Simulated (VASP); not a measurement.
# AlNi3 (P-6m2) in VASP: a series of runs

The runs below take AlNi3 through single point, relaxation of cell and atoms, with PBE.

Program: VASP 6.6.1. These are calculated values, not measurements. Logs are shortened: lines on timing, memory, paths and dates and some standing lists are left out, and cuts for length are marked.

### Step 1. The cell of the first run

It takes space group P-6m2 (No. 187, hexagonal). The conventional cell has a = 2.551 Å, b = 2.551 Å, c = 8.123 Å, α = 90.00°, β = 90.00°, γ = 120.00°. Al (site symmetry -6m2) has 6 Ni at 2.51 Å and 6 Al at 2.55 Å within 3.3 Å. Within 3.3 Å of Ni (site symmetry -6m2) lie 12 Ni at 2.51 to 2.55 Å. Within 3.3 Å of Ni (site symmetry 3m) lie 3 Al at 2.51 Å and 9 Ni at 2.51 to 2.55 Å.

### Step 2. Single point, PBE, collinear spin, ferrimagnetic start

Input file INCAR:

```
SYSTEM = AlNi3
  PREC = Accurate
  ENCUT = 520
  EDIFF = 1E-7
  ISMEAR = 0
  SIGMA = 0.1
  LREAL = .FALSE.
  LASPH = .TRUE.
  NELM = 150
  ALGO = Normal
  ISIF = 2
  LWAVE = .FALSE.
  LCHARG = .TRUE.
  ISPIN = 2
  MAGMOM = 0 -2 -2 2
  LORBIT = 11
  LMAXMIX = 4
  GGA = PE
  LELF = .TRUE.
  LVHAR = .TRUE.
  NBANDS = 28
```

Input file KPOINTS:

```
regular mesh
0
G
  6 6 2
  0 0 0
```

Input file POSCAR:

```
AlNi3
1.0
    2.5505112600      0.0000000000      0.0000000000
   -1.2752556300      2.2088075400      0.0000000000
    0.0000000000      0.0000000000      8.1234411100
Al Ni
1 3
Direct
    0.3333333300      0.6666666700      0.0000000000
    0.3333333300      0.6666666700      0.5000000000
    0.6666666700      0.3333333300      0.2500000000
    0.6666666700      0.3333333300      0.7500000000
```

Potentials or basis: VASP PAW PBE potentials, release 64 (Al, Ni).

The run is started by

```console
> cat potpaw_PBE.64/Al/POTCAR potpaw_PBE.64/Ni/POTCAR > POTCAR
> mpirun -np 1 vasp_std > vasp.out
```

OUTCAR:

```text
SYSTEM = AlNi3
   PREC = Accurate
   ENCUT = 520
   EDIFF = 1E-7
   ISMEAR = 0
   LREAL = .FALSE.
   LASPH = .TRUE.
   NELM = 150
   ISIF = 2
   ISPIN = 2
   LORBIT = 11
   GGA = PE

 ion  position               nearest neighbor table
   1  0.333  0.667  0.000-   3 2.51   4 2.51   3 2.51   4 2.51   3 2.51   4 2.51
   2  0.333  0.667  0.500-   3 2.51   4 2.51   3 2.51   4 2.51   3 2.51   4 2.51
   3  0.667  0.333  0.250-   1 2.51   2 2.51   1 2.51   2 2.51   1 2.51   2 2.51
   4  0.667  0.333  0.750-   1 2.51   2 2.51   1 2.51   2 2.51   1 2.51   2 2.51

  LATTYP: Found a hexagonal cell.
 ALAT       =     2.5505112600
 C/A-ratio  =     3.1850246017

  Lattice vectors:

 A1 = (   2.5505112600,   0.0000000000,   0.0000000000)
 A2 = (  -1.2752556300,   2.2088075400,   0.0000000000)
 A3 = (   0.0000000000,   0.0000000000,   8.1234411100)

Analysis of symmetry for initial positions (statically):
=====================================================================
 Subroutine PRICEL returns:
 Original cell was already a primitive cell.

 Routine SETGRP: Setting up the symmetry group for a
 hexagonal supercell.

 Subroutine GETGRP returns: Found 12 space group operations
 (whereof 12 operations were pure point group operations)
 out of a pool of 24 trial point group operations.

The static configuration has the point symmetry D_3h.

Analysis of symmetry for dynamics (positions and initial velocities):
=====================================================================
 Subroutine PRICEL returns:
 Original cell was already a primitive cell.

 Routine SETGRP: Setting up the symmetry group for a
 hexagonal supercell.

 Subroutine GETGRP returns: Found 12 space group operations
 (whereof 12 operations were pure point group operations)
 out of a pool of 24 trial point group operations.

The dynamic configuration has the point symmetry D_3h.

Analysis of structural, dynamic, and magnetic symmetry:
=====================================================================
 Subroutine PRICEL returns:
 Original cell was already a primitive cell.

 Routine SETGRP: Setting up the symmetry group for a
 hexagonal supercell.

 Subroutine GETGRP returns: Found  6 space group operations
 (whereof  6 operations were pure point group operations)
 out of a pool of 24 trial point group operations.

The overall configuration has the point symmetry C_3v.

[... 116 lines left out ...]
   GGA     = PE    functional components
   LHFCALC =     F    Hartree Fock is set to
   AEXX    =    0.0000 exact exchange contribution
   IVDW    =     0    specifies the selected vdW correction
   LEPSILON=     F    determine dielectric tensor
   LRPA    =     F    only Hartree local field effects (RPA)
 spin polarized calculation
 Gauss-broadening in eV      SIGMA  =   0.10
  energy-cutoff  :      520.00
  volume of cell :       45.76
 maximum number of plane-waves:      1255
 NGX is ok and might be reduce to    20

 number of electron      33.0000022 magnetization      -0.7040677

 Free energy of the ion-electron system (eV)
  ---------------------------------------------------
  ext. energy  EPLUGINS =         0.00000000
  ---------------------------------------------------
  free energy    TOTEN  =       -20.77664185 eV

  energy without entropy =      -20.75148233  energy(sigma->0) =      -20.76406209

 E-fermi :   9.5370     XC(G=0): -12.6115

 val. band max:        9.5125951039   @ k =   0.3333   0.3333   0.5000
 cond. band min:       9.5380845842   @ k =   0.5000  -0.0000   0.0000
 fundamental gap:      0.0254894803
 Fermi energy:         9.5370012087

 spin component 1

 k-point     1 :       0.0000    0.0000    0.0000
  band No.  band energies     occupation
      1      -1.6309      1.00000
      2       2.1862      1.00000
      3       2.2386      1.00000
      4       5.4268      1.00000
      5       6.9056      1.00000
      6       7.8691      1.00000
[... 423 lines left out ...]
     27      19.1075      0.00000
     28      24.1085      0.00000
 Fermi energy:         9.5370012087

 spin component 2

 k-point     1 :       0.0000    0.0000    0.0000
  band No.  band energies     occupation
      1      -1.6198      1.00000
      2       2.2122      1.00000
      3       2.2602      1.00000
      4       5.2709      1.00000
      5       6.7279      1.00000
      6       7.5501      1.00000
[... 423 lines left out ...]
     27      19.0538      0.00000
     28      24.1040      0.00000

------------------------ aborting loop because EDIFF is reached ----------------------------------------

  FORCE on cell =-STRESS in cart. coord.  units (eV):
  Direction    XX          YY          ZZ          XY          YZ          ZX
  --------------------------------------------------------------------------------------
  -------------------------------------------------------------------------------------
  Total        2.1566781      2.1566781     -1.7745229      0.0000000      0.0000000      0.0000000
  in kB       75.5041376     75.5041373    -62.1250893      0.0000000      0.0000000      0.0000000
  external PRESSURE =      29.6277285 kB  Pullay stress =       0.0000000 kB

 VOLUME and BASIS-vectors are now :
 -----------------------------------------------------------------------------
  energy-cutoff  :      520.00
  volume of cell :       45.76
      direct lattice vectors                 reciprocal lattice vectors
     2.550511260  0.000000000  0.000000000     0.392078253  0.226366486  0.000000000
    -1.275255630  2.208807540  0.000000000     0.000000000  0.452732971  0.000000000
     0.000000000  0.000000000  8.123441110     0.000000000  0.000000000  0.123100542

 POSITION                                       TOTAL-FORCE (eV/Angst)
 -----------------------------------------------------------------------------------
     -0.00000      1.47254      0.00000         0.000000      0.000000      0.000255
     -0.00000      1.47254      4.06172         0.000000     -0.000000     -0.000282
      1.27526      0.73627      2.03086        -0.000000     -0.000000     -0.399863
      1.27526      0.73627      6.09258         0.000000     -0.000000      0.399891
 -----------------------------------------------------------------------------------
    total drift:                               -0.000000      0.000000      0.000059

  FREE ENERGIE OF THE ION-ELECTRON SYSTEM (eV)
  ---------------------------------------------------
  free  energy   TOTEN  =       -20.7766418471 eV

  energy  without entropy=      -20.7514823308  energy(sigma->0) =      -20.76406209

 total charge

# of ion       s       p       d       tot
------------------------------------------
    1        0.418   0.452   0.000   0.870
    2        0.473   0.447   8.319   9.239
    3        0.474   0.491   8.374   9.339
    4        0.474   0.491   8.374   9.339
--------------------------------------------------
tot          1.839   1.881  25.067  28.788

 magnetization (x)

# of ion       s       p       d       tot
------------------------------------------
    1       -0.002   0.002   0.000  -0.000
    2        0.004   0.013  -0.308  -0.291
    3        0.004   0.011  -0.239  -0.223
    4        0.004   0.011  -0.239  -0.223
--------------------------------------------------
tot          0.010   0.037  -0.785  -0.738
```

It took 64 s on 1 thread of Intel Xeon Platinum 8124M at 3.00GHz (Skylake/Cascade Lake), shared host; peak memory 0.19 GiB.

Results:

* Free energy: -20.7766 eV
* Pressure: 3.0 GPa
* Largest force: 0.400 eV/Å
* Net moment: -0.70 μB per cell
* Site moments: Al -0.00; Ni -0.29, -0.22 μB
* Valence electrons inside the program's atomic spheres: Al 0.87; Ni 9.24, 9.34

Forces in eV/Å, atoms in the order of the input:
```
Al   0.000  0.000  0.000
Ni   0.000  0.000  0.000
Ni   0.000  0.000 -0.400
Ni   0.000  0.000  0.400
```

Stress tensor (GPa, compression positive):
```
 7.55  0.00  0.00
 0.00  7.55  0.00
 0.00  0.00 -6.21
```

Levels at points of the mesh, in eV from the Fermi level:
Spin up:
| k point | band 15 | band 16 | band 17 | band 18 | band 19 | band 20 |
| --- | --- | --- | --- | --- | --- | --- |
| (0.00, 0.00, 0.00) | -0.97 | -0.62 | -0.62 | -0.16 | -0.16 | 3.15 |
| (0.50, 0.00, 0.00) | 0.04 | 0.25 | 0.39 | 0.50 | 2.14 | 3.60 |
| (0.00, 0.00, 0.50) | -0.99 | -0.61 | -0.61 | -0.16 | -0.16 | 4.94 |
| (0.50, 0.00, 0.50) | 0.04 | 0.25 | 0.56 | 0.70 | 2.49 | 3.60 |
Spin down:
```
           k point  band 15  band 16  band 17  band 18  band 19  band 20
(0.00, 0.00, 0.00)    -1.10    -0.84    -0.84    -0.43    -0.43     3.02
(0.50, 0.00, 0.00)    -0.29    -0.11     0.08     0.46     2.03     3.51
(0.00, 0.00, 0.50)    -1.18    -0.83    -0.83    -0.43    -0.43     4.92
(0.50, 0.00, 0.50)    -0.29    -0.11     0.33     0.54     2.39     3.53
```

Caveat: the k points lie up to 0.47 Å⁻¹ apart.

### Step 3. Single point, PBE, collinear spin, ferrimagnetic start

This run uses another cell than the first one, of 11.64 Å³/atom, 1.017 times its volume.

Input file INCAR:

```
  ALGO = Normal
  EDIFF = 1E-7
  ENCUT = 520
  GGA = PE
  ISIF = 2
  ISMEAR = 0
  ISPIN = 2
  LASPH = True
  LCHARG = True
  LELF = True
  LMAXMIX = 4
  LORBIT = 11
  LREAL = False
  LVHAR = True
  LWAVE = False
  MAGMOM = 0 -2 -2 2
  NBANDS = 28
  NELM = 150
  PREC = Accurate
  SIGMA = 0.1
```

Input file KPOINTS:

```
k-points
0
Gamma
  6 6 2
```

Input file POSCAR:

```
AlNi3
1.0
    2.6146291618      0.0000000000      0.0000000000
   -1.3073145809      2.2643352756      0.0000000000
    0.0000000000      0.0000000000      7.8647934865
Al Ni
1 3
Direct
    0.3333333333      0.6666666667      0.0000002827
    0.3333333333      0.6666666667      0.4999998030
    0.6666666667      0.3333333333      0.2445591375
    0.6666666667      0.3333333333      0.7554407767
```

Potentials or basis: VASP PAW PBE potentials, release 64 (Al, Ni).

The run is started by

```console
> cat potpaw_PBE.64/Al/POTCAR potpaw_PBE.64/Ni/POTCAR > POTCAR
> mpirun -np 1 vasp_std > vasp.out
```

Run time: 84 s. Hardware: 1 thread of Intel Xeon Platinum 8124M at 3.00GHz (Skylake/Cascade Lake), shared host; peak memory 0.19 GiB.

It converged, with:

```yaml
Free_energy: -20.8763 eV
Pressure: 0.1 GPa
Largest_force: 0.022 eV/Å
Net_moment: -0.34 μB per cell
Site_moments: Al +0.00; Ni -0.24, -0.06 μB
Valence_electrons_inside_the_program's_atomic_spheres: Al 0.87; Ni 9.19, 9.33
```

Forces on the atoms (eV/Å):
```
Al   0.000  0.000  0.000
Ni   0.000  0.000  0.000
Ni   0.000  0.000  0.022
Ni   0.000  0.000 -0.022
```

Stress tensor (GPa, compression positive):
```
0.18 0.00 0.00
0.00 0.18 0.00
0.00 0.00 0.02
```

Levels at points of the mesh, in eV from the Fermi level:
Spin up:
| k point | band 15 | band 16 | band 17 | band 18 | band 19 | band 20 |
| --- | --- | --- | --- | --- | --- | --- |
| (0.00, 0.00, 0.00) | -0.68 | -0.68 | -0.52 | -0.16 | -0.16 | 4.11 |
| (0.50, 0.00, 0.00) | -0.09 | 0.20 | 0.44 | 0.50 | 2.05 | 3.57 |
| (0.00, 0.00, 0.50) | -1.11 | -0.65 | -0.65 | -0.17 | -0.17 | 6.28 |
| (0.50, 0.00, 0.50) | -0.10 | 0.20 | 0.54 | 0.68 | 2.39 | 3.65 |
Spin down:
```
           k point  band 15  band 16  band 17  band 18  band 19  band 20
(0.00, 0.00, 0.00)    -0.81    -0.81    -0.51    -0.34    -0.34     4.06
(0.50, 0.00, 0.00)    -0.20    -0.09     0.25     0.48     2.02     3.54
(0.00, 0.00, 0.50)    -1.19    -0.78    -0.78    -0.35    -0.35     6.28
(0.50, 0.00, 0.50)    -0.20    -0.09     0.45     0.55     2.32     3.64
```

Caveat: the k points lie up to 0.46 Å⁻¹ apart.

### Step 4. Relaxation of cell and atoms, PBE, collinear spin, ferrimagnetic start

Input file INCAR:

```
PREC = Accurate ; ENCUT = 600
EDIFF = 1E-7 ; ISMEAR = 0
SIGMA = 0.1 ; LREAL = F
LASPH = T ; NELM = 150
ALGO = Normal ; ISIF = 3
LWAVE = F ; LCHARG = F
ISPIN = 2 ; MAGMOM = 0 -2 -2 2
LORBIT = 11 ; LMAXMIX = 4
GGA = PE ; IBRION = 2
NSW = 90 ; EDIFFG = -0.04
```

Input file KPOINTS:

```
regular mesh
0
Gamma
  6 6 2
```

Input file POSCAR:

```
AlNi3
1.0
    2.5505112600      0.0000000000      0.0000000000
   -1.2752556300      2.2088075400      0.0000000000
    0.0000000000      0.0000000000      8.1234411100
Al Ni
1 3
Direct
    0.3333333300      0.6666666700      0.0000000000
    0.3333333300      0.6666666700      0.5000000000
    0.6666666700      0.3333333300      0.2500000000
    0.6666666700      0.3333333300      0.7500000000
```

The run is started by

```console
> cat potpaw_PBE.64/Al/POTCAR potpaw_PBE.64/Ni/POTCAR > POTCAR
> mpirun -np 1 vasp_std > vasp.out
```

Wall time 4.4 min (1 thread of Intel Xeon Platinum 8124M at 3.00GHz (Skylake/Cascade Lake), shared host); peak memory 0.21 GiB.

It converged, with:

```
Free energy                                           : -20.8753 eV
Relaxed volume                                        : 11.64 Å³/atom
Relaxed cell                                          : a = 2.615 Å, b = 2.615 Å, c = 7.862 Å, α = 90.00°, β = 90.00°, γ = 120.00°
Space group after relaxing (to 0.05 Å)                : P-6m2 (No. 187)
Energy gained by relaxing                             : 24.9 meV/atom
Ionic steps                                           : 7
Pressure after relaxing                               : 0.1 GPa
Net moment                                            : -0.36 μB per cell
Site moments                                          : Al +0.00; Ni -0.25, -0.07 μB
Valence electrons inside the program's atomic spheres : Al 0.86; Ni 9.19, 9.33
```

Step by step:
```tsv
step	energy change (eV)	largest force (eV/Å)	pressure (GPa)	volume (Å³)
1	0.0000	0.4004	2.90	45.76
2	-0.0884	0.2185	-1.92	47.11
3	-0.0896	0.1932	-2.39	47.28
4	-0.0963	0.0661	1.29	46.25
5	-0.0980	0.1086	0.12	46.56
6	-0.0991	0.0520	0.09	46.57
7	-0.0994	0.0004	0.06	46.57
```

Final structure:
```
Al Ni
1.0
     2.61532    0.00000    0.00000
    -1.30766    2.26493    0.00000
     0.00000    0.00000    7.86187
Al Ni
1 3
Cartesian
  0.0000 1.5100 7.8619
  0.0000 1.5100 3.9309
  1.3077 0.7550 1.9249
  1.3077 0.7550 5.9370
```

Levels at points of the mesh, in eV from the Fermi level:
Spin up:
| k point | band 14 | band 15 | band 16 | band 17 | band 18 | band 19 | band 20 | band 21 |
| --- | --- | --- | --- | --- | --- | --- | --- | --- |
| (0.00, 0.00, 0.00) | -1.09 | -0.67 | -0.67 | -0.52 | -0.16 | -0.16 | 4.11 | 12.52 |
| (0.50, 0.00, 0.00) | -0.16 | -0.09 | 0.20 | 0.45 | 0.50 | 2.05 | 3.56 | 4.07 |
| (0.50, 0.00, 0.50) | -0.16 | -0.09 | 0.20 | 0.54 | 0.68 | 2.38 | 3.65 | 4.31 |
Spin down:
```
           k point  band 13  band 14  band 15  band 16  band 17  band 18  band 19  band 20  band 21
(0.00, 0.00, 0.00)    -1.17    -1.17    -0.81    -0.81    -0.50    -0.35    -0.35     4.05    12.49
(0.50, 0.00, 0.00)    -0.45    -0.26    -0.20    -0.10     0.24     0.48     2.01     3.54     4.00
(0.00, 0.00, 0.50)    -1.53    -1.19    -1.19    -0.78    -0.78    -0.36    -0.36     6.27     8.91
(0.50, 0.00, 0.50)    -0.48    -0.26    -0.20    -0.10     0.44     0.55     2.31     3.63     4.30
```

Caveat: the k points lie up to 0.46 Å⁻¹ apart in the final cell.

### Step 5. The runs side by side

```csv
task,cell,cutoff (eV),gap on the mesh (eV),pressure (GPa),moment (μB),largest force (eV/Å)
single point,"a = 2.551, b = 2.551, c = 8.123 Å, angles 90.0, 90.0, 120.0°, 4 atoms",520,none,3.0,0.70,0.40
single point,"a = 2.615, b = 2.615, c = 7.865 Å, angles 90.0, 90.0, 120.0°, 4 atoms",520,none,0.1,0.34,0.02
relaxation of cell and atoms,"relaxed from a = 2.551, b = 2.551, c = 8.123 Å, angles 90.0, 90.0, 120.0°, 4 atoms",600,none,0.1,0.36,-
```

Alike in all rows: level PBE; potentials or basis VASP PAW PBE potentials, release 64 (Al, Ni); spin collinear, ferrimagnetic start; k mesh 6 × 6 × 2; smearing gaussian 0.1 eV.

Caveats: all runs use coarse meshes.

Total energies depend on the potentials used, so only differences within one code and one set of settings carry meaning.
